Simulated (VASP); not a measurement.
# TaV (Cmmm) in VASP: single point with r2SCAN

Aim: the single point of TaV with r2SCAN.

Program: VASP 6.6.1. These are calculated values, not measurements. Logs are shortened: lines on timing, memory, paths and dates and some standing lists are left out, and cuts for length are marked.

### Step 1. The cell of the first run

Symmetry: Cmmm, No. 65, orthorhombic system. The conventional cell has a = 3.213 Å, b = 4.616 Å, c = 4.341 Å, α = 90.00°, β = 90.00°, γ = 90.00°. Ta (site symmetry mmm) has 8 V at 2.70 to 3.17 Å and 6 Ta at 2.81 to 3.21 Å within 3.6 Å. Within 3.6 Å of V (site symmetry mmm) lie 8 Ta at 2.70 to 3.17 Å and 6 V at 2.81 to 3.21 Å.

### Step 2. Single point, r2SCAN

Contents of POSCAR:

```
TaV
1.0
    1.6067000000     -2.3077750000      0.0000000000
    1.6067000000      2.3077750000      0.0000000000
    0.0000000000      0.0000000000      4.3413610000
Ta V
1 1
Direct
    0.0000000000      0.0000000000      0.0000000000
    0.5000000000      0.5000000000      0.5000000000
```

Contents of INCAR.step1:

```
SYSTEM = TaV
PREC = Accurate
ENCUT = 520
ISMEAR = 0
SIGMA = 0.1
LREAL = .FALSE.
LASPH = .TRUE.
NELM = 100
NBANDS = 19
GGA = PE
ALGO = Normal
EDIFF = 1E-4
LWAVE = .TRUE.
LCHARG = .FALSE.
```

Contents of INCAR.step2:

```
SYSTEM = TaV
PREC = Accurate
ENCUT = 520
EDIFF = 1E-6
ISMEAR = 0
SIGMA = 0.1
LREAL = .FALSE.
LASPH = .TRUE.
NELM = 100
ALGO = Normal
ISIF = 2
LWAVE = .FALSE.
LCHARG = .TRUE.
METAGGA = R2SCAN
LMIXTAU = .TRUE.
LELF = .TRUE.
LVHAR = .TRUE.
NBANDS = 19
ISTART = 1
```

Contents of KPOINTS:

```
regular mesh
0
G
  16 16 10
  0 0 0
```

Potentials or basis: VASP PAW PBE potentials, release 64 (Ta_pv, V_sv).

The run is started by

```bash
$ cat potpaw_PBE.64/Ta_pv/POTCAR potpaw_PBE.64/V_sv/POTCAR > POTCAR
$ cp INCAR.step1 INCAR
$ mpirun -np 1 vasp_std > vasp.out
$ cp INCAR.step2 INCAR
$ mpirun -np 1 vasp_std > vasp.out
```

OUTCAR:

```text
SYSTEM = TaV
   PREC = Accurate
   ENCUT = 520
   EDIFF = 1E-6
   ISMEAR = 0
   LREAL = .FALSE.
   LASPH = .TRUE.
   NELM = 100
   ISIF = 2
   METAGGA = R2SCAN
   ISTART = 1

 ion  position               nearest neighbor table
   1  0.000  0.000  0.000-   2 2.70   2 2.70   2 2.70   2 2.70   2 3.17   2 3.17   2 3.17   2 3.17

   2  0.500  0.500  0.500-   1 2.70   1 2.70   1 2.70   1 2.70   1 3.17   1 3.17   1 3.17   1 3.17

  LATTYP: Found a base centered orthorhombic cell.
 ALAT       =     3.2134000000
 B/A-ratio  =     1.4363446816
 C/A-ratio  =     1.3510179249

  Lattice vectors:

 A1 = (   1.6067000000,  -2.3077750000,   0.0000000000)
 A2 = (   1.6067000000,   2.3077750000,   0.0000000000)
 A3 = (   0.0000000000,   0.0000000000,   4.3413610000)

Analysis of symmetry for initial positions (statically):
=====================================================================
 Subroutine PRICEL returns:
 Original cell was already a primitive cell.

 Routine SETGRP: Setting up the symmetry group for a
 base centered orthorhombic supercell.

 Subroutine GETGRP returns: Found  8 space group operations
 (whereof  8 operations were pure point group operations)
 out of a pool of  8 trial point group operations.

The static configuration has the point symmetry D_2h.

Analysis of symmetry for dynamics (positions and initial velocities):
=====================================================================
 Subroutine PRICEL returns:
 Original cell was already a primitive cell.

 Routine SETGRP: Setting up the symmetry group for a
 base centered orthorhombic supercell.

 Subroutine GETGRP returns: Found  8 space group operations
 (whereof  8 operations were pure point group operations)
 out of a pool of  8 trial point group operations.

The dynamic configuration has the point symmetry D_2h.

 Subroutine INISYM returns: Found  8 space group operations
 (whereof  8 operations are pure point group operations),
 and found     1 'primitive' translations

----------------------------------------------------------------------------------------

                                     Primitive cell

  volume of cell :      32.1947

  direct lattice vectors                    reciprocal lattice vectors
     1.606700000 -2.307775000  0.000000000     0.311196863 -0.216658903  0.000000000
     1.606700000  2.307775000  0.000000000     0.311196863  0.216658903  0.000000000
     0.000000000  0.000000000  4.341361000     0.000000000  0.000000000  0.230342512

  length of vectors
     2.811994015  2.811994015  4.341361000     0.379189356  0.379189356  0.230342512

  position of ions in fractional coordinates (direct lattice)
     0.000000000  0.000000000  0.000000000
     0.500000000  0.500000000  0.500000000

  ion indices of the primitive-cell ions
   primitive index   ion index
                 1           1
                 2           2

----------------------------------------------------------------------------------------

 KPOINTS: regular mesh

Automatic generation of k-mesh.
 Grid dimensions read from file:
 generate k-points for:   16   16   10

 Generating k-lattice:

  Cartesian coordinates                     Fractional coordinates (reciprocal lattice)
     0.019449804 -0.013541181  0.000000000     0.062500000 -0.000000000  0.000000000
     0.019449804  0.013541181  0.000000000    -0.000000000  0.062500000  0.000000000
     0.000000000  0.000000000  0.023034251     0.000000000  0.000000000  0.100000000

  Length of vectors
     0.023699335  0.023699335  0.023034251

  Shift w.r.t. Gamma in fractional coordinates (k-lattice)
     0.000000000  0.000000000  0.000000000

 Subroutine IBZKPT returns following result:
 ===========================================

 Found    438 irreducible k-points:

 Following reciprocal coordinates:
            Coordinates               Weight
  0.000000  0.000000  0.000000      1.000000
  0.062500  0.000000  0.000000      4.000000
  0.125000  0.000000  0.000000      4.000000
  0.187500 -0.000000  0.000000      4.000000
  0.250000  0.000000  0.000000      4.000000
  0.312500  0.000000  0.000000      4.000000
[... 16 lines left out ...]
 -0.125000  0.062500  0.000000      4.000000
 -0.062500  0.062500  0.000000      2.000000
 [... further k-points ...]
   k-points           NKPTS =    438   k-points in BZ     NKDIM =    438   number of bands    NBANDS=     19
   number of dos      NEDOS =    301   number of ions     NIONS =      2
   total plane-waves  NPLWV =  18432
   dimension x,y,z NGX =    24 NGY =   24 NGZ =   32
   dimension x,y,z NGXF=    48 NGYF=   48 NGZF=   64
   ions per type =               1   1
   NGX,Y,Z   is equivalent  to a cutoff of  14.19, 14.19, 12.25 a.u.
   NGXF,Y,Z  is equivalent  to a cutoff of  28.38, 28.38, 24.51 a.u.
 SYSTEM =  TaV
   PREC   = accura    normal or accurate (medium, high low for compatibility)
   ISTART =      1    job   : 0-new  1-cont  2-samecut
   ICHARG =      0    charge: 1-file 2-atom 10-const
   ISPIN  =      1    spin polarized calculation?
   LNONCOLLINEAR =      F non collinear calculations
   LSORBIT =      F    spin-orbit coupling
   LASPH  =      T    aspherical Exc in radial PAW
   ENCUT  =  520.0 eV  38.22 Ry    6.18 a.u.   5.23  5.23  8.07*2*pi/ulx,y,z
   NELM   =    100;   NELMIN=  2; NELMDL=  0     # of ELM steps
   EDIFF  = 0.1E-05   stopping-criterion for ELM
   LREAL  =      F    real-space projection
   EDIFFG = 0.1E-04   stopping-criterion for IOM
   NSW    =      0    number of steps for IOM
   IBRION =     -1    ionic relax: 0-MD 1-quasi-New 2-CG
   NFREE  =      0    steps in history (QN), initial steepest desc. (CG)
   ISIF   =      2    stress and relaxation
   ISYM   =      2    0-nonsym 1-usesym 2-fastsym
   POTIM  = 0.5000    time-step for ionic-motion
   TEBEG  =    0.0;   TEEND  =   0.0 temperature during run
   PSTRESS=    0.0 pullay stress
   NELECT =      24.0000    total number of electrons
   NUPDOWN=      -1.0000    fix difference up-down
   EMIN   =  10.00;   EMAX   =-10.00  energy-range for DOS
   EFERMI =   0.00;   METHOD = LEGACY
   ISMEAR =     0;   SIGMA  =   0.10  broadening in eV -4-tet -1-fermi 0-gaus
   EFERMI_NEDOS =   21; number of points for ismear=-14 and -15
   IALGO  =     38    algorithm
   IMIX   =      4    mixing-type and parameters
     AMIX     =   0.40;   BMIX     =  1.00
     AMIX_MAG =   1.60;   BMIX_MAG =  1.00
  volume/ion in A,a.u.               =      16.10       108.63
  Fermi-wavevector in a.u.,A,eV,Ry     =   1.484399  2.805107 29.979609  2.203439
  Thomas-Fermi vector in A             =   2.597940
   LORBIT       =      0    0 simple, 1 ext, 2 COOP (PROOUT), +10 PAW based schemes
   METAGGA = R2SCAN    functional components
   LHFCALC =     F    Hartree Fock is set to
   AEXX    =    0.0000 exact exchange contribution
   IVDW    =     0    specifies the selected vdW correction
   LEPSILON=     F    determine dielectric tensor
   LRPA    =     F    only Hartree local field effects (RPA)
 non-spin polarized calculation
 Gauss-broadening in eV      SIGMA  =   0.10
  energy-cutoff  :      520.00
  volume of cell :       32.19
 maximum number of plane-waves:       888
 NGX is ok and might be reduce to    24
   NGX = 11   NGY = 11   NGZ = 17

 number of electron      24.0000002 magnetization

 Free energy of the ion-electron system (eV)
  ---------------------------------------------------
  ext. energy  EPLUGINS =         0.00000000
  ---------------------------------------------------
  free energy    TOTEN  =       -62.53531030 eV

  energy without entropy =      -62.51813370  energy(sigma->0) =      -62.52672200

 E-fermi :   6.9557     XC(G=0): -13.7522

 val. band max:        6.9552479549   @ k =  -0.4375   0.3750   0.4000
 cond. band min:       6.9569847540   @ k =   0.3750  -0.0000   0.3000
 fundamental gap:      0.0017367991
 Fermi energy:         6.9556881559

 k-point     1 :       0.0000    0.0000    0.0000
  band No.  band energies     occupation
      1     -59.3877      2.00000
      2     -32.1461      2.00000
      3     -31.9606      2.00000
      4     -31.9033      2.00000
      5     -27.7406      2.00000
      6     -27.2927      2.00000
[... 11 lines left out ...]
     18      12.1452      0.00000
     19      13.3326      0.00000

 k-point     2 :       0.0625    0.0000    0.0000
  band No.  band energies     occupation
      1     -59.3861      2.00000
      2     -32.1425      2.00000
      3     -31.9672      2.00000
      4     -31.9098      2.00000
      5     -27.7385      2.00000
      6     -27.3171      2.00000
[... 11 lines left out ...]
     18      12.1593      0.00000
     19      13.5316      0.00000

 k-point     3 :       0.1250    0.0000    0.0000
  band No.  band energies     occupation
      1     -59.3817      2.00000
      2     -32.1323      2.00000
      3     -31.9923      2.00000
      4     -31.9218      2.00000
      5     -27.7322      2.00000
      6     -27.4064      2.00000
[... 11 lines left out ...]
     18      12.1015      0.00000
     19      14.1382      0.00000

 k-point     4 :       0.1875   -0.0000    0.0000
  band No.  band energies     occupation
      1     -59.3752      2.00000
      2     -32.1169      2.00000
      3     -32.0393      2.00000
      4     -31.9302      2.00000
      5     -27.7229      2.00000
      6     -27.5671      2.00000
[... 407 lines left out ...]
     18      12.4269      0.00000
     19      14.5553      0.00000

 k-point    23 :      -0.1250    0.0625    0.0000
  band No.  band energies     occupation
      1     -59.3811      2.00000
      2     -32.1352      2.00000
      3     -31.9845      2.00000
      4     -31.9325      2.00000
      5     -27.7252      2.00000
      6     -27.3735      2.00000
[... 11 lines left out ...]
     18      12.6540      0.00000
     19      13.6463      0.00000

 k-point    24 :      -0.0625    0.0625    0.0000
  band No.  band energies     occupation
      1     -59.3851      2.00000
      2     -32.1423      2.00000
      3     -31.9665      2.00000
      4     -31.9182      2.00000
      5     -27.7338      2.00000
      6     -27.3118      2.00000
[... 11 lines left out ...]
     18      12.5452      0.00000
     19      13.2830      0.00000

 [... further k-points ...]

------------------------ aborting loop because EDIFF is reached ----------------------------------------

  FORCE on cell =-STRESS in cart. coord.  units (eV):
  Direction    XX          YY          ZZ          XY          YZ          ZX
  --------------------------------------------------------------------------------------
  -------------------------------------------------------------------------------------
  Total       -0.4336911     -0.5570459     -0.5303902      0.0000000      0.0000000      0.0000000
  in kB      -21.5827557    -27.7215423    -26.3950134      0.0000000      0.0000000      0.0000000
  external PRESSURE =     -25.2331038 kB  Pullay stress =       0.0000000 kB

 VOLUME and BASIS-vectors are now :
 -----------------------------------------------------------------------------
  energy-cutoff  :      520.00
  volume of cell :       32.19
      direct lattice vectors                 reciprocal lattice vectors
     1.606700000 -2.307775000  0.000000000     0.311196863 -0.216658903  0.000000000
     1.606700000  2.307775000  0.000000000     0.311196863  0.216658903  0.000000000
     0.000000000  0.000000000  4.341361000     0.000000000  0.000000000  0.230342512

 POSITION                                       TOTAL-FORCE (eV/Angst)
 -----------------------------------------------------------------------------------
      0.00000      0.00000      0.00000        -0.000000      0.000000      0.000000
      1.60670      0.00000      2.17068         0.000000      0.000000      0.000000
 -----------------------------------------------------------------------------------
    total drift:                                0.000000      0.000000     -0.000000

  FREE ENERGIE OF THE ION-ELECTRON SYSTEM (eV)
  ---------------------------------------------------
  free  energy   TOTEN  =       -62.5353102960 eV

  energy  without entropy=      -62.5181337022  energy(sigma->0) =      -62.52672200
```

Run time: 5.6 min. Hardware: 1 thread of Intel Xeon Platinum 8488C (Sapphire Rapids), shared host; peak memory 0.39 GiB.

Results:

- Free energy: -62.5353 eV
- Pressure: -2.5 GPa
- Band gap on the k mesh: zero (bands 12 and 13 overlap by 2.04 eV)

Levels at points of the mesh, in eV from the Fermi level:
| k point | band 8 | band 9 | band 10 | band 11 | band 12 | band 13 | band 14 | band 15 | band 16 | band 17 |
| --- | --- | --- | --- | --- | --- | --- | --- | --- | --- | --- |
| (0.00, 0.00, 0.00) | -7.77 | -3.82 | -1.31 | 0.09 | 0.57 | 0.97 | 2.05 | 2.20 | 2.45 | 4.40 |
| (0.50, 0.00, 0.00) | -3.57 | -2.02 | -1.62 | -0.92 | -0.71 | -0.30 | 1.78 | 2.48 | 4.16 | 4.73 |
| (0.50, 0.50, 0.00) | -4.33 | -3.37 | -3.10 | -1.52 | 0.97 | 3.11 | 3.14 | 3.95 | 4.98 | 5.48 |
| (0.00, 0.00, 0.50) | -6.07 | -4.35 | -0.44 | -0.14 | 0.23 | 0.39 | 1.53 | 1.73 | 2.10 | 3.70 |
| (0.50, 0.00, 0.50) | -4.02 | -3.89 | -1.39 | -1.02 | 1.07 | 1.77 | 2.36 | 2.39 | 3.80 | 5.15 |
| (0.50, 0.50, 0.50) | -3.35 | -2.50 | -1.71 | -1.26 | 0.58 | 1.22 | 1.26 | 2.64 | 3.17 | 7.16 |

Caveat: the PAW data sets were made with another functional, which shifts forces and pressure a little; spin-orbit coupling is left out, which moves the levels of the heavy elements.
